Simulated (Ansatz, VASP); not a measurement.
# Ti: VASP beside Ansatz

```
Ti
1.0
     2.84371    0.00000    0.00000
    -1.42186    2.46273    0.00000
     0.00000    0.00000    4.49938
Ti
2
Direct
  0.33333 0.66667 0.25000
  0.66667 0.33333 0.75000
```

Alike in both runs: task single point; functional RPBE; k mesh 20 × 20 × 11; occupations fermi-dirac, width 0.05 eV; collinear spin.

|  | VASP | Ansatz |
| --- | --- | --- |
| version | VASP 6.6.1 | Ansatz 0.2.0 |
| potentials or method | VASP PAW PBE potentials, release 64 (Ti_sv), cutoff 520 eV | plane waves (420 eV) with PAW, scalar-relativistic |
| valence electrons in the cell | 24 | 24 |

|  | VASP | Ansatz | Ansatz less VASP |
| --- | --- | --- | --- |
| pressure (GPa) | 16.4 | 16.8 | +0.45 |
| traceless stress, the component that is largest in VASP (GPa) | 0.23 | 0.23 | -0.004 |
| net moment per atom (μB) | 0.00 | 0.00 | 0.000 |

VASP's potentials were made for PBE, not for RPBE. Ansatz's warnings: seeded moment not kept.
